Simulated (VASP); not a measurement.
# Ta3SbOs (Pm-3m) in VASP: single point with PBE

Aim: the single point of Ta3SbOs with PBE.

All numbers are computed with VASP 6.6.1; they aren't measurements. Logs are shortened: lines on timing, memory, paths and dates and some standing lists are left out, and cuts for length are marked.

## 1. The cell of the first run

The structure is cubic, space group Pm-3m (No. 221). The conventional cell has a = 4.274 Å, b = 4.274 Å, c = 4.274 Å, α = 90.00°, β = 90.00°, γ = 90.00°. Within 2.8 Å of Ta (site symmetry 4/mmm) lie 2 Os at 2.14 Å. Sb (site symmetry m-3m) has 12 Ta at 3.02 Å and 8 Os at 3.70 Å within 4.0 Å. Within 2.8 Å of Os (site symmetry m-3m) lie 6 Ta at 2.14 Å.

## 2. Single point, PBE

INCAR

```
PREC     = Accurate       # precision mode
ENCUT    = 520            # plane-wave cutoff, eV
EDIFF    = 1E-6           # SCF threshold, eV
ISMEAR   = 0              # smearing method
SIGMA    = 0.1            # smearing width, eV
LREAL    = False          # projectors in reciprocal space
LASPH    = True           # aspherical terms in the spheres
NELM     = 100            # most SCF steps
ALGO     = Normal         # electronic algorithm
ISIF     = 2              # what is computed and relaxed
LWAVE    = False          # write WAVECAR
LCHARG   = True           # write CHGCAR
GGA      = PE             # functional
LELF     = True           # ELF
LVHAR    = True         
NBANDS   = 31             # bands
```

KPOINTS

```
regular mesh
0
Gamma
  4 4 4
```

POSCAR

```
Ta3SbOs
1.0
    4.2735800500      0.0000000000      0.0000000000
    0.0000000000      4.2735800500      0.0000000000
    0.0000000000      0.0000000000      4.2735800500
Ta Sb Os
3 1 1
Direct
    0.5000000000      0.0000000000      0.0000000000
    0.0000000000      0.5000000000      0.0000000000
    0.0000000000      0.0000000000      0.5000000000
    0.5000000000      0.5000000000      0.5000000000
    0.0000000000      0.0000000000      0.0000000000
```

Potentials or basis: VASP PAW PBE potentials, release 64 (Ta_pv, Sb, Os).

Run with:

```
$ cat potpaw_PBE.64/Ta_pv/POTCAR potpaw_PBE.64/Sb/POTCAR potpaw_PBE.64/Os/POTCAR > POTCAR
$ mpirun -np 1 vasp_std > vasp.out
```

OUTCAR:

```text
PREC = Accurate
   ENCUT = 520
   EDIFF = 1E-6
   ISMEAR = 0
   LREAL = False
   LASPH = True
   NELM = 100
   ISIF = 2
   GGA = PE

 ion  position               nearest neighbor table
   1  0.500  0.000  0.000-   5 2.14   5 2.14   4 3.02   2 3.02   3 3.02   4 3.02   2 3.02   4 3.02
                             4 3.02   2 3.02   3 3.02   3 3.02   3 3.02   2 3.02
   2  0.000  0.500  0.000-   5 2.14   5 2.14   4 3.02   1 3.02   3 3.02   4 3.02   1 3.02   3 3.02
                             3 3.02   3 3.02   1 3.02   4 3.02   4 3.02   1 3.02
   3  0.000  0.000  0.500-   5 2.14   5 2.14   4 3.02   1 3.02   1 3.02   2 3.02   2 3.02   2 3.02
                             4 3.02   2 3.02   1 3.02   4 3.02   1 3.02   4 3.02
   4  0.500  0.500  0.500-   1 3.02   2 3.02   3 3.02   1 3.02   2 3.02   1 3.02   3 3.02   1 3.02
                             2 3.02   3 3.02   2 3.02   3 3.02
   5  0.000  0.000  0.000-   1 2.14   2 2.14   3 2.14   3 2.14   2 2.14   1 2.14

  LATTYP: Found a simple cubic cell.
 ALAT       =     4.2735800500

  Lattice vectors:

 A1 = (   4.2735800500,   0.0000000000,   0.0000000000)
 A2 = (   0.0000000000,   4.2735800500,   0.0000000000)
 A3 = (   0.0000000000,   0.0000000000,   4.2735800500)

Analysis of symmetry for initial positions (statically):
=====================================================================
 Subroutine PRICEL returns:
 Original cell was already a primitive cell.

 Routine SETGRP: Setting up the symmetry group for a
 simple cubic supercell.

 Subroutine GETGRP returns: Found 48 space group operations
 (whereof 48 operations were pure point group operations)
 out of a pool of 48 trial point group operations.

The static configuration has the point symmetry O_h .

Analysis of symmetry for dynamics (positions and initial velocities):
=====================================================================
 Subroutine PRICEL returns:
 Original cell was already a primitive cell.

 Routine SETGRP: Setting up the symmetry group for a
 simple cubic supercell.

 Subroutine GETGRP returns: Found 48 space group operations
 (whereof 48 operations were pure point group operations)
 out of a pool of 48 trial point group operations.

The dynamic configuration has the point symmetry O_h .

 Subroutine INISYM returns: Found 48 space group operations
 (whereof 48 operations are pure point group operations),
 and found     1 'primitive' translations

----------------------------------------------------------------------------------------

                                     Primitive cell

  volume of cell :      78.0505

  direct lattice vectors                    reciprocal lattice vectors
     4.273580050  0.000000000  0.000000000     0.233995851  0.000000000  0.000000000
     0.000000000  4.273580050  0.000000000     0.000000000  0.233995851  0.000000000
     0.000000000  0.000000000  4.273580050     0.000000000  0.000000000  0.233995851

  length of vectors
     4.273580050  4.273580050  4.273580050     0.233995851  0.233995851  0.233995851

  position of ions in fractional coordinates (direct lattice)
     0.500000000  0.000000000  0.000000000
     0.000000000  0.500000000  0.000000000
     0.000000000  0.000000000  0.500000000
     0.500000000  0.500000000  0.500000000
     0.000000000  0.000000000  0.000000000

  ion indices of the primitive-cell ions
   primitive index   ion index
                 1           1
                 2           2
                 3           3
                 4           4
                 5           5

----------------------------------------------------------------------------------------

 KPOINTS: regular mesh

Automatic generation of k-mesh.
 Grid dimensions read from file:
 generate k-points for:    4    4    4

 Generating k-lattice:

  Cartesian coordinates                     Fractional coordinates (reciprocal lattice)
     0.058498963  0.000000000  0.000000000     0.250000000  0.000000000  0.000000000
     0.000000000  0.058498963  0.000000000     0.000000000  0.250000000  0.000000000
     0.000000000  0.000000000  0.058498963     0.000000000  0.000000000  0.250000000

  Length of vectors
     0.058498963  0.058498963  0.058498963

  Shift w.r.t. Gamma in fractional coordinates (k-lattice)
     0.000000000  0.000000000  0.000000000

 Subroutine IBZKPT returns following result:
 ===========================================

 Found     10 irreducible k-points:

 Following reciprocal coordinates:
            Coordinates               Weight
  0.000000  0.000000  0.000000      1.000000
  0.250000  0.000000  0.000000      6.000000
  0.500000  0.000000  0.000000      3.000000
  0.250000  0.250000  0.000000     12.000000
  0.500000  0.250000  0.000000     12.000000
  0.500000  0.500000  0.000000      3.000000
  0.250000  0.250000  0.250000      8.000000
  0.500000  0.250000  0.250000     12.000000
  0.500000  0.500000  0.250000      6.000000
  0.500000  0.500000  0.500000      1.000000
   k-points           NKPTS =     10   k-points in BZ     NKDIM =     10   number of bands    NBANDS=     31
   number of dos      NEDOS =    301   number of ions     NIONS =      5
   total plane-waves  NPLWV =  32768
   dimension x,y,z NGX =    32 NGY =   32 NGZ =   32
   dimension x,y,z NGXF=    64 NGYF=   64 NGZF=   64
   ions per type =               3   1   1
   NGX,Y,Z   is equivalent  to a cutoff of  12.45, 12.45, 12.45 a.u.
   NGXF,Y,Z  is equivalent  to a cutoff of  24.90, 24.90, 24.90 a.u.
 SYSTEM =  unknown system
   PREC   = accura    normal or accurate (medium, high low for compatibility)
   ISTART =      0    job   : 0-new  1-cont  2-samecut
   ICHARG =      2    charge: 1-file 2-atom 10-const
   ISPIN  =      1    spin polarized calculation?
   LNONCOLLINEAR =      F non collinear calculations
   LSORBIT =      F    spin-orbit coupling
   LASPH  =      T    aspherical Exc in radial PAW
   ENCUT  =  520.0 eV  38.22 Ry    6.18 a.u.   7.95  7.95  7.95*2*pi/ulx,y,z
   NELM   =    100;   NELMIN=  2; NELMDL= -5     # of ELM steps
   EDIFF  = 0.1E-05   stopping-criterion for ELM
   LREAL  =      F    real-space projection
   EDIFFG = 0.1E-04   stopping-criterion for IOM
   NSW    =      0    number of steps for IOM
   IBRION =     -1    ionic relax: 0-MD 1-quasi-New 2-CG
   NFREE  =      0    steps in history (QN), initial steepest desc. (CG)
   ISIF   =      2    stress and relaxation
   ISYM   =      2    0-nonsym 1-usesym 2-fastsym
   POTIM  = 0.5000    time-step for ionic-motion
   TEBEG  =    0.0;   TEEND  =   0.0 temperature during run
   PSTRESS=    0.0 pullay stress
   NELECT =      46.0000    total number of electrons
   NUPDOWN=      -1.0000    fix difference up-down
   EMIN   =  10.00;   EMAX   =-10.00  energy-range for DOS
   EFERMI =   0.00;   METHOD = LEGACY
   ISMEAR =     0;   SIGMA  =   0.10  broadening in eV -4-tet -1-fermi 0-gaus
   EFERMI_NEDOS =   21; number of points for ismear=-14 and -15
   IALGO  =     38    algorithm
   IMIX   =      4    mixing-type and parameters
     AMIX     =   0.40;   BMIX     =  1.00
     AMIX_MAG =   1.60;   BMIX_MAG =  1.00
  volume/ion in A,a.u.               =      15.61       105.34
  Fermi-wavevector in a.u.,A,eV,Ry     =   1.372573  2.593788 25.632804  1.883958
  Thomas-Fermi vector in A             =   2.498168
   LORBIT       =      0    0 simple, 1 ext, 2 COOP (PROOUT), +10 PAW based schemes
   GGA     = PE    functional components
   LHFCALC =     F    Hartree Fock is set to
   AEXX    =    0.0000 exact exchange contribution
   IVDW    =     0    specifies the selected vdW correction
   LEPSILON=     F    determine dielectric tensor
   LRPA    =     F    only Hartree local field effects (RPA)
 non-spin polarized calculation
 Gauss-broadening in eV      SIGMA  =   0.10
  energy-cutoff  :      520.00
  volume of cell :       78.05
 maximum number of plane-waves:      2176
 NGX is ok and might be reduce to    32
   NGX = 15   NGY = 15   NGZ = 15

 number of electron      45.9999988 magnetization

 Free energy of the ion-electron system (eV)
  ---------------------------------------------------
  ext. energy  EPLUGINS =         0.00000000
  ---------------------------------------------------
  free energy    TOTEN  =       -35.01677940 eV

  energy without entropy =      -34.98576601  energy(sigma->0) =      -35.00127270

 E-fermi :  10.1745     XC(G=0): -13.0426

 val. band max:       10.1223219688   @ k =   0.5000   0.2500   0.0000
 cond. band min:      10.1790637810   @ k =   0.5000   0.5000   0.2500
 fundamental gap:      0.0567418122
 Fermi energy:        10.1745048376

 k-point     1 :       0.0000    0.0000    0.0000
  band No.  band energies     occupation
      1     -25.2156      2.00000
      2     -25.2156      2.00000
      3     -25.2156      2.00000
      4     -24.6143      2.00000
      5     -24.6143      2.00000
      6     -24.6143      2.00000
[... 23 lines left out ...]
     30      15.5544      0.00000
     31      15.5544      0.00000

 k-point     2 :       0.2500    0.0000    0.0000
  band No.  band energies     occupation
      1     -25.5094      2.00000
      2     -25.1921      2.00000
      3     -25.1921      2.00000
      4     -24.6882      2.00000
      5     -24.6511      2.00000
      6     -24.6511      2.00000
[... 23 lines left out ...]
     30      14.9393      0.00000
     31      14.9393      0.00000

 k-point     3 :       0.5000    0.0000    0.0000
  band No.  band energies     occupation
      1     -25.8265      2.00000
      2     -25.1646      2.00000
      3     -25.1646      2.00000
      4     -24.7311      2.00000
      5     -24.6957      2.00000
      6     -24.6957      2.00000
[... 227 lines left out ...]
     30      11.9299      0.00000
     31      12.7206      0.00000

 k-point    10 :       0.5000    0.5000    0.5000
  band No.  band energies     occupation
      1     -26.1182      2.00000
      2     -25.6732      2.00000
      3     -25.6732      2.00000
      4     -25.0151      2.00000
      5     -25.0151      2.00000
      6     -25.0151      2.00000
[... 23 lines left out ...]
     30      11.7921      0.00000
     31      11.7921      0.00000

------------------------ aborting loop because EDIFF is reached ----------------------------------------

  FORCE on cell =-STRESS in cart. coord.  units (eV):
  Direction    XX          YY          ZZ          XY          YZ          ZX
  --------------------------------------------------------------------------------------
  -------------------------------------------------------------------------------------
  Total       60.5261776     60.5261776     60.5261776     -0.0000000     -0.0000000     -0.0000000
  in kB     1242.4482253   1242.4482253   1242.4482253     -0.0000000     -0.0000000     -0.0000000
  external PRESSURE =    1242.4482253 kB  Pullay stress =       0.0000000 kB

 VOLUME and BASIS-vectors are now :
 -----------------------------------------------------------------------------
  energy-cutoff  :      520.00
  volume of cell :       78.05
      direct lattice vectors                 reciprocal lattice vectors
     4.273580050  0.000000000  0.000000000     0.233995851  0.000000000  0.000000000
     0.000000000  4.273580050  0.000000000     0.000000000  0.233995851  0.000000000
     0.000000000  0.000000000  4.273580050     0.000000000  0.000000000  0.233995851

 POSITION                                       TOTAL-FORCE (eV/Angst)
 -----------------------------------------------------------------------------------
      2.13679      0.00000      0.00000         0.000000      0.000000      0.000000
      0.00000      2.13679      0.00000         0.000000      0.000000      0.000000
      0.00000      0.00000      2.13679         0.000000      0.000000      0.000000
      2.13679      2.13679      2.13679         0.000000      0.000000      0.000000
      0.00000      0.00000      0.00000         0.000000      0.000000      0.000000
 -----------------------------------------------------------------------------------
    total drift:                                0.000000      0.000000     -0.000000

  FREE ENERGIE OF THE ION-ELECTRON SYSTEM (eV)
  ---------------------------------------------------
  free  energy   TOTEN  =       -35.0167793956 eV

  energy  without entropy=      -34.9857660105  energy(sigma->0) =      -35.00127270
```

Wall time 20 s (1 thread of Intel Xeon Platinum 8375C at 2.90GHz (Ice Lake), shared host); peak memory 0.19 GiB.

What came out:

- Free energy: -35.0168 eV
- Pressure: 124.2 GPa
- Band gap on the k mesh: zero (band 23 reaches 10.58 eV, above the bottom of band 24 at 8.45 eV)

Caveat: the k points lie up to 0.37 Å⁻¹ apart; spin-orbit coupling is left out, which moves the levels of the heavy elements.
